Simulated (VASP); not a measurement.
# GaN (P-6m2) in VASP: notebook

GaN is run at these levels: r2SCAN50, HF; tasks: single point.

Everything below comes from runs of VASP 6.6.1. Logs are shortened: lines on timing, memory, paths and dates and some standing lists are left out, and cuts for length are marked.

**1. The cell of the first run**

The structure is hexagonal, space group P-6m2 (No. 187). The conventional cell has a = 2.981 Å, b = 2.981 Å, c = 2.683 Å, α = 90.00°, β = 90.00°, γ = 120.00°. Within 3.0 Å of Ga (site symmetry -6m2) lie 6 N at 2.18 Å and 8 Ga at 2.68 to 2.98 Å. N (site symmetry -6m2) has 6 Ga at 2.18 Å and 8 N at 2.68 to 2.98 Å within 3.0 Å.

**2. Single point, r2SCAN50**

Input file POSCAR:

```
GaN
1.0
    2.9806400000      0.0000000000      0.0000000000
   -1.4903200000      2.5813100000      0.0000000000
    0.0000000000      0.0000000000      2.6833700000
Ga N
1 1
Direct
    0.6666700000      0.3333300000      0.5000000000
    0.0000000000      0.0000000000      0.0000000000
```

Input file INCAR.step1:

```
  PREC = Accurate
  ENCUT = 520
  EDIFF = 1E-5
  ISMEAR = -1
  SIGMA = 0.05
  LREAL = False
  LASPH = True
  NELM = 80
  ALGO = Normal
  ISIF = 2
  LWAVE = True
  LCHARG = False
  GGA = PE
  NBANDS = 16
```

Input file INCAR.step2:

```
  PREC = Accurate
  ENCUT = 520
  EDIFF = 1E-6
  ISMEAR = -1
  SIGMA = 0.05
  LREAL = False
  LASPH = True
  NELM = 80
  ALGO = Normal
  ISIF = 2
  LWAVE = False
  LCHARG = False
  METAGGA = R2SCAN
  LHFCALC = True
  AEXX = 0.5
  LMIXTAU = True
  PRECFOCK = Normal
  ISTART = 1
  NBANDS = 16
```

Input file KPOINTS:

```
regular mesh
0
Gamma
  5 5 5
```

Potentials or basis: VASP PAW PBE potentials, release 64 (Ga_d, N).

Run with:

```console
cat potpaw_PBE.64/Ga_d/POTCAR potpaw_PBE.64/N/POTCAR > POTCAR
cp INCAR.step1 INCAR
mpirun -np 1 vasp_std > vasp.out
cp INCAR.step2 INCAR
mpirun -np 1 vasp_std > vasp.out
```

OUTCAR:

```text
PREC = Accurate
   ENCUT = 520
   EDIFF = 1E-6
   ISMEAR = -1
   LREAL = False
   LASPH = True
   NELM = 80
   ISIF = 2
   METAGGA = R2SCAN
   LHFCALC = True
   AEXX = 0.5
   PRECFOCK = Normal
   ISTART = 1

 ion  position               nearest neighbor table
   1  0.667  0.333  0.500-   2 2.18   2 2.18   2 2.18   2 2.18   2 2.18   2 2.18
   2  0.000  0.000  0.000-   1 2.18   1 2.18   1 2.18   1 2.18   1 2.18   1 2.18

  LATTYP: Found a hexagonal cell.
 ALAT       =     2.9806400000
 C/A-ratio  =     0.9002663857

  Lattice vectors:

 A1 = (   2.9806400000,   0.0000000000,   0.0000000000)
 A2 = (  -1.4903200000,   2.5813100000,   0.0000000000)
 A3 = (   0.0000000000,   0.0000000000,   2.6833700000)

Analysis of symmetry for initial positions (statically):
=====================================================================
 Subroutine PRICEL returns:
 Original cell was already a primitive cell.

 Routine SETGRP: Setting up the symmetry group for a
 hexagonal supercell.

 Subroutine GETGRP returns: Found  4 space group operations
 (whereof  4 operations were pure point group operations)
 out of a pool of 24 trial point group operations.

The static configuration has the point symmetry C_2v.

Analysis of symmetry for dynamics (positions and initial velocities):
=====================================================================
 Subroutine PRICEL returns:
 Original cell was already a primitive cell.

 Routine SETGRP: Setting up the symmetry group for a
 hexagonal supercell.

 Subroutine GETGRP returns: Found  4 space group operations
 (whereof  4 operations were pure point group operations)
 out of a pool of 24 trial point group operations.

The dynamic configuration has the point symmetry C_2v.

 Subroutine INISYM returns: Found  4 space group operations
 (whereof  4 operations are pure point group operations),
 and found     1 'primitive' translations

----------------------------------------------------------------------------------------

                                     Primitive cell

  volume of cell :      20.6457

  direct lattice vectors                    reciprocal lattice vectors
     2.980640000  0.000000000  0.000000000     0.335498416  0.193700098  0.000000000
    -1.490320000  2.581310000  0.000000000     0.000000000  0.387400196  0.000000000
     0.000000000  0.000000000  2.683370000     0.000000000  0.000000000  0.372665715

  length of vectors
     2.980640000  2.980640035  2.683370000     0.387400201  0.387400196  0.372665715

  position of ions in fractional coordinates (direct lattice)
     0.666670000  0.333330000  0.500000000
     0.000000000  0.000000000  0.000000000

  ion indices of the primitive-cell ions
   primitive index   ion index
                 1           1
                 2           2

----------------------------------------------------------------------------------------

 KPOINTS: regular mesh

Automatic generation of k-mesh.
 Grid dimensions read from file:
 generate k-points for:    5    5    5

 Generating k-lattice:

  Cartesian coordinates                     Fractional coordinates (reciprocal lattice)
     0.067099683  0.038740020  0.000000000     0.200000000  0.000000000  0.000000000
     0.000000000  0.077480039  0.000000000     0.000000000  0.200000000  0.000000000
     0.000000000  0.000000000  0.074533143     0.000000000  0.000000000  0.200000000

  Length of vectors
     0.077480040  0.077480039  0.074533143

  Shift w.r.t. Gamma in fractional coordinates (k-lattice)
     0.000000000  0.000000000  0.000000000

 Subroutine IBZKPT returns following result:
 ===========================================

 Found     27 irreducible k-points:

 Following reciprocal coordinates:
            Coordinates               Weight
  0.000000  0.000000  0.000000      1.000000
  0.200000 -0.000000  0.000000      4.000000
 -0.200000  0.200000  0.000000      2.000000
  0.400000 -0.000000  0.000000      4.000000
 -0.400000  0.400000  0.000000      2.000000
  0.200000  0.200000  0.000000      2.000000
[... 16 lines left out ...]
 -0.400000  0.400000  0.400000      4.000000
  0.200000  0.200000  0.400000      4.000000
 [... further k-points ...]
   k-points           NKPTS =     27   k-points in BZ     NKDIM =    125   number of bands    NBANDS=     16
   number of dos      NEDOS =    301   number of ions     NIONS =      2
   total plane-waves  NPLWV =  11520
   dimension x,y,z NGX =    24 NGY =   24 NGZ =   20
   dimension x,y,z NGXF=    48 NGYF=   48 NGZF=   40
   ions per type =               1   1
   NGX,Y,Z   is equivalent  to a cutoff of  13.39, 13.39, 12.39 a.u.
   NGXF,Y,Z  is equivalent  to a cutoff of  26.77, 26.77, 24.78 a.u.
 SYSTEM =  unknown system
   PREC   = accura    normal or accurate (medium, high low for compatibility)
   ISTART =      1    job   : 0-new  1-cont  2-samecut
   ICHARG =      0    charge: 1-file 2-atom 10-const
   ISPIN  =      1    spin polarized calculation?
   LNONCOLLINEAR =      F non collinear calculations
   LSORBIT =      F    spin-orbit coupling
   LASPH  =      T    aspherical Exc in radial PAW
   ENCUT  =  520.0 eV  38.22 Ry    6.18 a.u.   5.54  5.54  4.99*2*pi/ulx,y,z
   NELM   =     80;   NELMIN=  2; NELMDL=  0     # of ELM steps
   EDIFF  = 0.1E-05   stopping-criterion for ELM
   LREAL  =      F    real-space projection
   EDIFFG = 0.1E-04   stopping-criterion for IOM
   NSW    =      0    number of steps for IOM
   IBRION =     -1    ionic relax: 0-MD 1-quasi-New 2-CG
   NFREE  =      0    steps in history (QN), initial steepest desc. (CG)
   ISIF   =      2    stress and relaxation
   ISYM   =      3    0-nonsym 1-usesym 2-fastsym
   POTIM  = 0.5000    time-step for ionic-motion
   TEBEG  =    0.0;   TEEND  =   0.0 temperature during run
   PSTRESS=    0.0 pullay stress
   NELECT =      18.0000    total number of electrons
   NUPDOWN=      -1.0000    fix difference up-down
   EMIN   =  10.00;   EMAX   =-10.00  energy-range for DOS
   EFERMI =   0.00;   METHOD = LEGACY
   ISMEAR =    -1;   SIGMA  =   0.05  broadening in eV -4-tet -1-fermi 0-gaus
   EFERMI_NEDOS =   21; number of points for ismear=-14 and -15
   IALGO  =     38    algorithm
   IMIX   =      1    mixing-type and parameters
     AMIX     =   0.40;   BMIX     =  1.00
     AMIX_MAG =   1.60;   BMIX_MAG =  1.00
  volume/ion in A,a.u.               =      10.32        69.66
  Fermi-wavevector in a.u.,A,eV,Ry     =   1.563948  2.955433 33.278934  2.445933
  Thomas-Fermi vector in A             =   2.666644
   LORBIT       =      0    0 simple, 1 ext, 2 COOP (PROOUT), +10 PAW based schemes
   METAGGA = R2SCAN    functional components
   LHFCALC =     T    Hartree Fock is set to
   PRECFOCK=normal    Normal, Fast or Accurate (Low or Medium for compatibility)
   ENCUT4O =  -1.0   cutoff for four orbital integrals eV
   NKREDX  =     1    reduce k-point grid by
   NKREDY  =     1    reduce k-point grid by
   NKREDZ  =     1    reduce k-point grid by
   AEXX    =    0.5000 exact exchange contribution
   HFSCREEN=    0.0000 screening length (either q_TF or 0.3 A-1)
   HFSCREENC=   0.0000 screening length for correlation (either q_TF or 0.3 A-1)
   ENCUTFOCK=  -1.0 apply spherical cutoff to Coloumb kernel
   IVDW    =     0    specifies the selected vdW correction
   LEPSILON=     F    determine dielectric tensor
   LRPA    =     F    only Hartree local field effects (RPA)
 non-spin polarized calculation
  energy-cutoff  :      520.00
  volume of cell :       20.65
 maximum number of plane-waves:       573
 NGX is ok and might be reduce to    24
  NGX = 18; NGY = 18; NGZ = 16

 number of electron      18.0000013 magnetization

 Free energy of the ion-electron system (eV)
  ---------------------------------------------------
  ext. energy  EPLUGINS =         0.00000000
  ---------------------------------------------------
  free energy    TOTEN  =       -22.11352736 eV

  energy without entropy =      -22.11352736  energy(sigma->0) =      -22.11352736

 E-fermi :   6.9129     XC(G=0):  -7.4074

 val. band max:        5.7882908696   @ k =   0.4000   0.4000   0.0000
 cond. band min:       8.9283133354   @ k =   0.0000   0.0000   0.0000
 fundamental gap:      3.1400224657
 Fermi energy:         6.9129306862

 k-point     1 :       0.0000    0.0000    0.0000
  band No.  band energies     occupation
      1     -15.3654      2.00000
      2     -14.8700      2.00000
      3     -14.8189      2.00000
      4     -14.8189      2.00000
      5     -14.5731      2.00000
      6     -14.5731      2.00000
[... 8 lines left out ...]
     15      27.0088      0.00000
     16      32.6138      0.00000

 k-point     2 :       0.2000   -0.0000    0.0000
  band No.  band energies     occupation
      1     -15.1928      2.00000
      2     -14.9084      2.00000
      3     -14.7400      2.00000
      4     -14.6208      2.00000
      5     -14.5810      2.00000
      6     -14.2017      2.00000
[... 8 lines left out ...]
     15      28.1889      0.00000
     16      32.3056      0.00000

 k-point     3 :      -0.2000    0.2000    0.0000
  band No.  band energies     occupation
      1     -15.1928      2.00000
      2     -14.9084      2.00000
      3     -14.7400      2.00000
      4     -14.6208      2.00000
      5     -14.5810      2.00000
      6     -14.2017      2.00000
[... 8 lines left out ...]
     15      28.1889      0.00000
     16      32.3056      0.00000

 k-point     4 :       0.4000   -0.0000    0.0000
  band No.  band energies     occupation
      1     -15.2055      2.00000
      2     -14.8757      2.00000
      3     -14.6958      2.00000
      4     -14.6080      2.00000
      5     -14.5937      2.00000
      6     -12.4760      2.00000
[... 8 lines left out ...]
     15      29.8030      0.00000
     16      33.2798      0.00000

 k-point     5 :      -0.4000    0.4000    0.0000
  band No.  band energies     occupation
      1     -15.2055      2.00000
      2     -14.8757      2.00000
      3     -14.6958      2.00000
      4     -14.6080      2.00000
      5     -14.5937      2.00000
      6     -12.4760      2.00000
[... 8 lines left out ...]
     15      29.8030      0.00000
     16      33.2799      0.00000

 k-point     6 :       0.2000    0.2000    0.0000
  band No.  band energies     occupation
      1     -15.1553      2.00000
      2     -14.8813      2.00000
      3     -14.6943      2.00000
      4     -14.6711      2.00000
      5     -14.6019      2.00000
      6     -12.9047      2.00000
[... 8 lines left out ...]
     15      28.7832      0.00000
     16      31.6683      0.00000
[... 267 lines left out ...]
 k-point    21 :      -0.2000    0.2000    0.4000
  band No.  band energies     occupation
      1     -15.0735      2.00000
      2     -14.7964      2.00000
      3     -14.7831      2.00000
      4     -14.6877      2.00000
      5     -14.5415      2.00000
      6     -11.9376      2.00000
[... 8 lines left out ...]
     15      28.3357      0.00000
     16      29.3885      0.00000

 k-point    22 :       0.4000   -0.0000    0.4000
  band No.  band energies     occupation
      1     -15.3596      2.00000
      2     -14.8727      2.00000
      3     -14.8209      2.00000
      4     -14.5789      2.00000
      5     -14.4261      2.00000
      6     -10.2599      2.00000
[... 8 lines left out ...]
     15      30.4079      0.00000
     16      32.9152      0.00000

 k-point    23 :      -0.4000    0.4000    0.4000
  band No.  band energies     occupation
      1     -15.3596      2.00000
      2     -14.8727      2.00000
      3     -14.8209      2.00000
      4     -14.5789      2.00000
      5     -14.4261      2.00000
      6     -10.2599      2.00000
[... 8 lines left out ...]
     15      30.4079      0.00000
     16      32.9152      0.00000

 k-point    24 :       0.2000    0.2000    0.4000
  band No.  band energies     occupation
      1     -15.2884      2.00000
      2     -14.8516      2.00000
      3     -14.7987      2.00000
      4     -14.6559      2.00000
      5     -14.4460      2.00000
      6     -10.6382      2.00000
[... 8 lines left out ...]
     15      30.7448      0.00000
     16      31.2601      0.00000

 [... further k-points ...]

------------------------ aborting loop because EDIFF is reached ----------------------------------------

  FORCE on cell =-STRESS in cart. coord.  units (eV):
  Direction    XX          YY          ZZ          XY          YZ          ZX
  --------------------------------------------------------------------------------------
  -------------------------------------------------------------------------------------
  Total       -2.4303166     -2.4300474     -2.5425213      0.0002332      0.0000000      0.0000000
  in kB     -188.6006523   -188.5797611   -197.3081063      0.0180974      0.0000000      0.0000000
  external PRESSURE =    -191.4961732 kB  Pullay stress =       0.0000000 kB

 VOLUME and BASIS-vectors are now :
 -----------------------------------------------------------------------------
  energy-cutoff  :      520.00
  volume of cell :       20.65
      direct lattice vectors                 reciprocal lattice vectors
     2.980640000  0.000000000  0.000000000     0.335498416  0.193700098  0.000000000
    -1.490320000  2.581310000  0.000000000     0.000000000  0.387400196  0.000000000
     0.000000000  0.000000000  2.683370000     0.000000000  0.000000000  0.372665715

 POSITION                                       TOTAL-FORCE (eV/Angst)
 -----------------------------------------------------------------------------------
      1.49033      0.86043      1.34169         0.000019     -0.000011      0.000000
      0.00000      0.00000      0.00000        -0.000019      0.000011      0.000000
 -----------------------------------------------------------------------------------
    total drift:                               -0.000000     -0.000003      0.000000

  FREE ENERGIE OF THE ION-ELECTRON SYSTEM (eV)
  ---------------------------------------------------
  free  energy   TOTEN  =       -22.1135273579 eV

  energy  without entropy=      -22.1135273578  energy(sigma->0) =      -22.11352736
```

Wall time 28 min (1 thread of Oxide Virtual Turin-like, shared host); peak memory 0.11 GiB.

What came out:

- Free energy: -22.1135 eV
- Pressure: -19.1 GPa
- Band gap on the k mesh: 3.14 eV (least direct gap 4.58 eV)

Stress tensor (GPa, compression positive):
```
-18.86   0.00   0.00
  0.00 -18.86   0.00
  0.00   0.00 -19.73
```

Levels at points of the mesh, in eV from the valence-band top:
```csv
k point,band 5,band 6,band 7,band 8,band 9,band 10,band 11,band 12,band 13,band 14
"(0.00, 0.00, 0.00)",-20.36,-20.36,-1.78,-1.44,-1.44,3.14,13.83,13.83,14.62,19.05
```

Caveat: the k points lie up to 0.49 Å⁻¹ apart; the PAW data sets were made with another functional, which shifts forces and pressure a little. A k mesh can miss the band edges.

**3. Single point, HF**

POSCAR is that of step 2.

Input file INCAR.step1:

```
SYSTEM = GaN
PREC     = Accurate       ! precision mode
ENCUT    = 520            ! plane-wave cutoff, eV
EDIFF    = 1E-5           ! SCF threshold, eV
ISMEAR   = -1             ! smearing method
SIGMA    = 0.05           ! smearing width, eV
LREAL    = .FALSE.        ! projectors in reciprocal space
LASPH    = .TRUE.         ! aspherical terms in the spheres
NELM     = 80             ! most SCF steps
ALGO     = Normal         ! electronic algorithm
ISIF     = 2              ! what is computed and relaxed
LWAVE    = .TRUE.         ! write WAVECAR
GGA      = PE             ! functional
NBANDS   = 16             ! bands
```

Input file INCAR.step2:

```
SYSTEM = GaN
PREC     = Accurate       ! precision mode
ENCUT    = 520            ! plane-wave cutoff, eV
EDIFF    = 1E-7           ! SCF threshold, eV
ISMEAR   = -1             ! smearing method
SIGMA    = 0.05           ! smearing width, eV
LREAL    = .FALSE.        ! projectors in reciprocal space
LASPH    = .TRUE.         ! aspherical terms in the spheres
NELM     = 80             ! most SCF steps
ALGO     = Normal         ! electronic algorithm
ISIF     = 2              ! what is computed and relaxed
LWAVE    = .FALSE.        ! write WAVECAR
LCHARG   = .TRUE.         ! write CHGCAR
GGA      = PE             ! functional
LHFCALC  = .TRUE.         ! exact exchange
AEXX     = 1.0            ! exact-exchange fraction
ALDAC    = 0.0          
AGGAC    = 0.0          
PRECFOCK = Normal       
LELF     = .TRUE.         ! ELF
LVHAR    = .TRUE.       
ISTART   = 1            
NBANDS   = 16             ! bands
```

Input file KPOINTS:

```
Automatic mesh
0
G
  5 5 5
  0 0 0
```

Potentials or basis: VASP PAW PBE potentials, release 64 (Ga_d, N).

Run with:

```console
cat potpaw_PBE.64/Ga_d/POTCAR potpaw_PBE.64/N/POTCAR > POTCAR
cp INCAR.step1 INCAR
mpirun -np 1 vasp_std > vasp.out
cp INCAR.step2 INCAR
mpirun -np 1 vasp_std > vasp.out
```

Wall time 28 min (1 thread of Oxide Virtual Turin-like, shared host); peak memory 0.11 GiB.

It converged, with:

| Item | Value |
| --- | --- |
| Free energy | -21.3280 eV |
| Pressure | -12.8 GPa |
| Band gap on the k mesh | 7.50 eV (least direct gap 9.06 eV) |

Stress tensor (GPa, compression positive):
```
-12.44   0.00   0.00
  0.00 -12.44   0.00
  0.00   0.00 -13.48
```

Levels at points of the mesh, in eV from the valence-band top:
```
           k point  band 6  band 7  band 8  band 9  band 10  band 11  band 12  band 13
(0.00, 0.00, 0.00)  -23.84   -1.98   -1.57   -1.57     7.50    18.54    18.54    19.19
```

Caveat: the k points lie up to 0.49 Å⁻¹ apart; the PAW data sets were made with another functional, which shifts forces and pressure a little. A k mesh can miss the band edges.
